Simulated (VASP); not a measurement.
# MoS (F-43m) in VASP: relaxation of cell and atoms with r2SCAN+U

Aim: the relaxation of cell and atoms of MoS with r2SCAN+U.

Program: VASP 6.6.1. These are calculated values, not measurements. Logs are shortened: lines on timing, memory, paths and dates and some standing lists are left out, and cuts for length are marked.

**1. The cell of the first run**

Symmetry: F-43m, No. 216, cubic system. Conventional cell: a = 5.945 Å, b = 5.945 Å, c = 5.945 Å, α = 90.00°, β = 90.00°, γ = 90.00°. Mo (site symmetry -43m) has 4 S at 2.57 Å within 3.4 Å. S (site symmetry -43m) has 4 Mo at 2.57 Å within 3.4 Å.

**2. Relaxation of cell and atoms, r2SCAN+U**

POSCAR reads:

```
MoS
1.0
    0.0000000000      2.9723796260      2.9723796260
    2.9723796260      0.0000000000      2.9723796260
    2.9723796260      2.9723796260      0.0000000000
Mo S
1 1
Direct
    0.0000000000      0.0000000000      0.0000000000
    0.2500000000      0.2500000000      0.2500000000
```

INCAR.step1 reads:

```
SYSTEM = MoS
PREC = Accurate ; ENCUT = 600
ISMEAR = 0 ; SIGMA = 0.1
LREAL = .False. ; LASPH = .True.
NELM = 150 ; LMAXMIX = 4
LDAU = .True. ; LDAUTYPE = 2
LDAUL = 2 -1 ; LDAUU = 4.38 0
LDAUJ = 0 0 ; GGA = PE
ALGO = Normal ; EDIFF = 1E-4
LWAVE = .True. ; LCHARG = .False.
```

INCAR.step2 reads:

```
SYSTEM = MoS
PREC = Accurate ; ENCUT = 600
EDIFF = 1E-6 ; ISMEAR = 0
SIGMA = 0.1 ; LREAL = .False.
LASPH = .True. ; NELM = 150
ALGO = Normal ; ISIF = 3
LWAVE = .False. ; LCHARG = .False.
LMAXMIX = 4 ; LDAU = .True.
LDAUTYPE = 2 ; LDAUL = 2 -1
LDAUU = 4.38 0 ; LDAUJ = 0 0
LDAUPRINT = 1 ; METAGGA = R2SCAN
LMIXTAU = .True. ; IBRION = 2
NSW = 80 ; EDIFFG = -0.01
ISTART = 1
```

KPOINTS reads:

```
Automatic mesh
0
Gamma
  12 12 12
  0 0 0
```

Potentials or basis: VASP PAW PBE potentials, release 64 (Mo_sv, S).

On the command line:

```sh
cat potpaw_PBE.64/Mo_sv/POTCAR potpaw_PBE.64/S/POTCAR > POTCAR
cp INCAR.step1 INCAR
mpirun -np 1 vasp_std > vasp.out
cp INCAR.step2 INCAR
mpirun -np 1 vasp_std > vasp.out
```

OUTCAR:

```text
SYSTEM = MoS
   PREC = Accurate
   ENCUT = 600
   EDIFF = 1E-6
   ISMEAR = 0
   LREAL = .False.
   LASPH = .True.
   NELM = 150
   ISIF = 3
   METAGGA = R2SCAN
   IBRION = 2
   NSW = 80
   EDIFFG = -0.01
   ISTART = 1

 ion  position               nearest neighbor table
   1  0.000  0.000  0.000-   2 2.57   2 2.57   2 2.57   2 2.57
   2  0.250  0.250  0.250-   1 2.57   1 2.57   1 2.57   1 2.57

  LATTYP: Found a face centered cubic cell.
 ALAT       =     5.9447592520

  Lattice vectors:

 A1 = (   0.0000000000,   2.9723796260,   2.9723796260)
 A2 = (   2.9723796260,   0.0000000000,   2.9723796260)
 A3 = (   2.9723796260,   2.9723796260,   0.0000000000)

Analysis of symmetry for initial positions (statically):
=====================================================================
 Subroutine PRICEL returns:
 Original cell was already a primitive cell.

 Routine SETGRP: Setting up the symmetry group for a
 face centered cubic supercell.

 Subroutine GETGRP returns: Found 24 space group operations
 (whereof 24 operations were pure point group operations)
 out of a pool of 48 trial point group operations.

The static configuration has the point symmetry T_d .

Analysis of symmetry for dynamics (positions and initial velocities):
=====================================================================
 Subroutine PRICEL returns:
 Original cell was already a primitive cell.

 Routine SETGRP: Setting up the symmetry group for a
 face centered cubic supercell.

 Subroutine GETGRP returns: Found 24 space group operations
 (whereof 24 operations were pure point group operations)
 out of a pool of 48 trial point group operations.

The dynamic configuration has the point symmetry T_d .

 Subroutine INISYM returns: Found 24 space group operations
 (whereof 24 operations are pure point group operations),
 and found     1 'primitive' translations

----------------------------------------------------------------------------------------

                                     Primitive cell

  volume of cell :      52.5222

  direct lattice vectors                    reciprocal lattice vectors
     0.000000000  2.972379626  2.972379626    -0.168215391  0.168215391  0.168215391
     2.972379626  0.000000000  2.972379626     0.168215391 -0.168215391  0.168215391
     2.972379626  2.972379626  0.000000000     0.168215391  0.168215391 -0.168215391

  length of vectors
     4.203579580  4.203579580  4.203579580     0.291357603  0.291357603  0.291357603

  position of ions in fractional coordinates (direct lattice)
     0.000000000  0.000000000  0.000000000
     0.250000000  0.250000000  0.250000000

  ion indices of the primitive-cell ions
   primitive index   ion index
                 1           1
                 2           2

----------------------------------------------------------------------------------------

 KPOINTS: Automatic mesh

Automatic generation of k-mesh.
 Grid dimensions read from file:
 generate k-points for:   12   12   12

 Generating k-lattice:

  Cartesian coordinates                     Fractional coordinates (reciprocal lattice)
    -0.014017949  0.014017949  0.014017949     0.083333333  0.000000000  0.000000000
     0.014017949 -0.014017949  0.014017949     0.000000000  0.083333333  0.000000000
     0.014017949  0.014017949 -0.014017949     0.000000000  0.000000000  0.083333333

  Length of vectors
     0.024279800  0.024279800  0.024279800

  Shift w.r.t. Gamma in fractional coordinates (k-lattice)
     0.000000000  0.000000000  0.000000000

 Subroutine IBZKPT returns following result:
 ===========================================

 Found     72 irreducible k-points:

 Following reciprocal coordinates:
            Coordinates               Weight
[... 47 lines left out ...]
   IBRION =      2    ionic relax: 0-MD 1-quasi-New 2-CG
   NFREE  =      1    steps in history (QN), initial steepest desc. (CG)
   ISIF   =      3    stress and relaxation
   ISYM   =      2    0-nonsym 1-usesym 2-fastsym
   POTIM  = 0.5000    time-step for ionic-motion
   TEBEG  =    0.0;   TEEND  =   0.0 temperature during run
   PSTRESS=    0.0 pullay stress
   NELECT =      20.0000    total number of electrons
   NUPDOWN=      -1.0000    fix difference up-down
   EMIN   =  10.00;   EMAX   =-10.00  energy-range for DOS
   EFERMI =   0.00;   METHOD = LEGACY
   ISMEAR =     0;   SIGMA  =   0.10  broadening in eV -4-tet -1-fermi 0-gaus
   EFERMI_NEDOS =   21; number of points for ismear=-14 and -15
   IALGO  =     38    algorithm
   IMIX   =      4    mixing-type and parameters
     AMIX     =   0.40;   BMIX     =  1.00
     AMIX_MAG =   1.60;   BMIX_MAG =  1.00
  volume/ion in A,a.u.               =      26.26       177.22
  Fermi-wavevector in a.u.,A,eV,Ry     =   1.186599  2.242347 19.157229  1.408017
  Thomas-Fermi vector in A             =   2.322768
   LORBIT       =      0    0 simple, 1 ext, 2 COOP (PROOUT), +10 PAW based schemes
 LDA+U is selected, type is set to LDAUTYPE =  2
   angular momentum for each species LDAUL =     2   -1
   U (eV)           for each species LDAUU =   4.4  0.0
   J (eV)           for each species LDAUJ =   0.0  0.0
   METAGGA = R2SCAN    functional components
   LHFCALC =     F    Hartree Fock is set to
   AEXX    =    0.0000 exact exchange contribution
   IVDW    =     0    specifies the selected vdW correction
   LEPSILON=     F    determine dielectric tensor
   LRPA    =     F    only Hartree local field effects (RPA)
 conjugate gradient relaxation of ions
 non-spin polarized calculation
 Gauss-broadening in eV      SIGMA  =   0.10
  energy-cutoff  :      600.00
  volume of cell :       52.52
 maximum number of plane-waves:      1807
 NGX is ok and might be reduce to    36
   NGX = 17   NGY = 17   NGZ = 17

--------------------------------------- Ionic step        1  -------------------------------------------

 number of electron      20.0000001 magnetization

 Free energy of the ion-electron system (eV)
  ---------------------------------------------------
  ext. energy  EPLUGINS =         0.00000000
  ---------------------------------------------------
  free energy    TOTEN  =       -28.83951024 eV

  energy without entropy =      -28.83951021  energy(sigma->0) =      -28.83951023

 E-fermi :   4.4949     XC(G=0):  -9.6965

 val. band max:        4.1749182934   @ k =  -0.2500   0.5000   0.2500
 cond. band min:       4.8309511385   @ k =  -0.2500   0.5000   0.2500
 fundamental gap:      0.6560328451
 Fermi energy:         4.4948933845

 k-point     1 :       0.0000    0.0000    0.0000
  band No.  band energies     occupation
      1     -57.8844      2.00000
      2     -31.2525      2.00000
      3     -31.2525      2.00000
      4     -31.2525      2.00000
      5      -9.2741      2.00000
      6       0.8861      2.00000
      7       0.8862      2.00000
      8       0.8862      2.00000
      9       3.2716      2.00000
     10       3.2722      2.00000
     11       5.8258      0.00000
     12       9.1928      0.00000
     13       9.1932      0.00000
     14       9.1932      0.00000
[... 492 lines left out ...]
  FREE ENERGIE OF THE ION-ELECTRON SYSTEM (eV)
  ---------------------------------------------------
  free  energy   TOTEN  =       -29.1050881756 eV

  energy  without entropy=      -29.0988661230  energy(sigma->0) =      -29.10197715

[... ionic steps 4 to 12 ...]

--------------------------------------- Ionic step       13  -------------------------------------------

 number of electron      20.0000000 magnetization

------------------------ aborting loop because EDIFF is reached ----------------------------------------
[... 61 lines left out ...]
  FREE ENERGIE OF THE ION-ELECTRON SYSTEM (eV)
  ---------------------------------------------------
  free  energy   TOTEN  =       -29.1052700876 eV

  energy  without entropy=      -29.0989500260  energy(sigma->0) =      -29.10211006

atom =   1  type =  1  l = 2

 onsite density matrix

spin component  1

  0.2585  0.0000 -0.0000  0.0000 -0.0000
  0.0000  0.2585 -0.0000 -0.0000 -0.0000
 -0.0000 -0.0000  0.6362 -0.0000 -0.0000
  0.0000 -0.0000 -0.0000  0.2585  0.0000
 -0.0000 -0.0000 -0.0000  0.0000  0.6362

spin component  2

  0.2585  0.0000 -0.0000  0.0000 -0.0000
  0.0000  0.2585 -0.0000 -0.0000 -0.0000
 -0.0000 -0.0000  0.6362 -0.0000 -0.0000
  0.0000 -0.0000 -0.0000  0.2585  0.0000
 -0.0000 -0.0000 -0.0000  0.0000  0.6362

 occupancies and eigenvectors

  o =  0.2585  v =  0.0000 -0.9820 -0.0000 -0.1888 -0.0000  0.0000  0.0000  0.0000  0.0000  0.0000      0.0000  0.0000  0.0000  0.0000  0.0000  0.0000  0.0000  0.0000  0.0000  0.0000
  o =  0.2585  v =  0.0000  0.0000  0.0000  0.0000  0.0000  0.0000 -0.9820 -0.0000 -0.1888 -0.0000      0.0000  0.0000  0.0000  0.0000  0.0000  0.0000  0.0000  0.0000  0.0000  0.0000
  o =  0.2585  v =  0.0000  0.1888  0.0000 -0.9820 -0.0000  0.0000  0.0000  0.0000  0.0000  0.0000      0.0000  0.0000  0.0000  0.0000  0.0000  0.0000  0.0000  0.0000  0.0000  0.0000
  o =  0.2585  v =  0.0000  0.0000  0.0000  0.0000  0.0000  0.0000  0.1888  0.0000 -0.9820 -0.0000      0.0000  0.0000  0.0000  0.0000  0.0000  0.0000  0.0000  0.0000  0.0000  0.0000
  o =  0.2585  v =  0.0000  0.0000  0.0000  0.0000  0.0000  1.0000  0.0000  0.0000  0.0000  0.0000      0.0000  0.0000  0.0000  0.0000  0.0000  0.0000  0.0000  0.0000  0.0000  0.0000
  o =  0.2585  v =  1.0000  0.0000  0.0000  0.0000  0.0000  0.0000  0.0000  0.0000  0.0000  0.0000      0.0000  0.0000  0.0000  0.0000  0.0000  0.0000  0.0000  0.0000  0.0000  0.0000
  o =  0.6362  v =  0.0000  0.0000 -0.7553  0.0000 -0.6553  0.0000  0.0000  0.0000  0.0000  0.0000      0.0000  0.0000  0.0000  0.0000  0.0000  0.0000  0.0000  0.0000  0.0000  0.0000
  o =  0.6362  v =  0.0000  0.0000  0.0000  0.0000  0.0000  0.0000  0.0000 -0.7553  0.0000 -0.6553      0.0000  0.0000  0.0000  0.0000  0.0000  0.0000  0.0000  0.0000  0.0000  0.0000
  o =  0.6362  v =  0.0000  0.0000  0.0000  0.0000  0.0000  0.0000 -0.0000  0.6553 -0.0000 -0.7553      0.0000  0.0000  0.0000  0.0000  0.0000  0.0000  0.0000  0.0000  0.0000  0.0000
  o =  0.6362  v =  0.0000 -0.0000  0.6553 -0.0000 -0.7553  0.0000  0.0000  0.0000  0.0000  0.0000      0.0000  0.0000  0.0000  0.0000  0.0000  0.0000  0.0000  0.0000  0.0000  0.0000

--------------------------------------- Ionic step       15  -------------------------------------------

 number of electron      20.0000000 magnetization

 Free energy of the ion-electron system (eV)
  ---------------------------------------------------
  ext. energy  EPLUGINS =         0.00000000
  ---------------------------------------------------
  free energy    TOTEN  =       -29.10529300 eV

  energy without entropy =      -29.09899282  energy(sigma->0) =      -29.10214291

 E-fermi :   7.0216     XC(G=0): -11.1070

 val. band max:        7.0166393783   @ k =   0.5000   0.4167   0.0000
 cond. band min:       7.0280636422   @ k =  -0.4167   0.4167   0.0000
 fundamental gap:      0.0114242639
 Fermi energy:         7.0215998103

 k-point     1 :       0.0000    0.0000    0.0000
  band No.  band energies     occupation
      1     -55.4728      2.00000
      2     -28.8920      2.00000
      3     -28.8920      2.00000
      4     -28.8920      2.00000
      5      -8.0929      2.00000
      6       2.0292      2.00000
      7       2.0292      2.00000
      8       2.0292      2.00000
      9       6.0393      2.00000
     10       6.0393      2.00000
     11       8.9447      0.00000
     12      12.2354      0.00000
     13      12.2354      0.00000
     14      12.2354      0.00000
[... 420 lines left out ...]
  FREE ENERGIE OF THE ION-ELECTRON SYSTEM (eV)
  ---------------------------------------------------
  free  energy   TOTEN  =       -29.1052929968 eV

  energy  without entropy=      -29.0989928215  energy(sigma->0) =      -29.10214291

 reached required accuracy - stopping structural energy minimisation
```

It took 10 min on 1 thread of Intel Xeon 6975P-C (Granite Rapids), shared host; peak memory 0.28 GiB.

Results:

- Free energy: -29.1053 eV
- Relaxed volume: 20.39 Å³/atom
- Relaxed cell: a = 3.863 Å, b = 3.863 Å, c = 3.863 Å, α = 60.00°, β = 60.00°, γ = 60.00°
- Space group after relaxing (to 0.1 Å): F-43m (No. 216)
- Energy gained by relaxing: 132.9 meV/atom
- Ionic steps: 15
- Pressure after relaxing: 0.0 GPa
- Band gap on the k mesh: 0.01 eV (least direct gap 0.06 eV)

Step by step:
```
step  energy change (eV)  largest force (eV/Å)  pressure (GPa)  volume (Å³)
   1              0.0000                0.0000           -7.18        52.52
   2             -0.2316                0.0000           -2.68        44.08
   3             -0.2656                0.0000            0.33        40.55
   4             -0.2657                0.0000           -0.21        40.89
   5             -0.2657                0.0000           -0.21        40.89
   6             -0.2657                0.0000           -0.22        40.88
   7             -0.2657                0.0000           -0.18        40.88
   8             -0.2657                0.0000           -0.18        40.88
   9             -0.2657                0.0000           -0.18        40.88
  10             -0.2657                0.0000           -0.18        40.88
  11             -0.2657                0.0000           -0.18        40.87
  12             -0.2657                0.0000           -0.18        40.87
  13             -0.2657                0.0000           -0.18        40.85
  14             -0.2658                0.0000           -0.11        40.83
  15             -0.2658                0.0000           -0.02        40.78
```

Final structure:
```
CELL_PARAMETERS angstrom
0.00000 2.73187 2.73187
2.73187 0.00000 2.73187
2.73187 2.73187 0.00000
ATOMIC_POSITIONS crystal
Mo 0.00000 0.00000 0.00000
S 0.25000 0.25000 0.25000
```

Levels at points of the mesh, in eV from the valence-band top:
| k point | band 8 | band 9 | band 10 | band 11 | band 12 | band 13 |
| --- | --- | --- | --- | --- | --- | --- |
| (0.00, 0.00, 0.00) | -4.99 | -0.98 | -0.98 | 1.93 | 5.22 | 5.22 |
| (0.50, 0.00, 0.00) | -4.76 | -0.30 | -0.30 | 1.11 | 3.17 | 3.17 |
| (0.50, 0.50, 0.00) | -4.02 | -0.79 | -0.02 | 0.04 | 2.04 | 2.04 |

Eigenvalues of the final occupation matrices:
| site | spin | trace | eigenvalues |
| --- | --- | --- | --- |
| site 1 d | 1 | 2.05 | 0.26 0.26 0.26 0.64 0.64 |
| site 1 d | 2 | 2.05 | 0.26 0.26 0.26 0.64 0.64 |

Caveat: the volume moved by over 15 % at a fixed basis, so the end points are rough; the PAW data sets were made with another functional, which shifts forces and pressure a little.
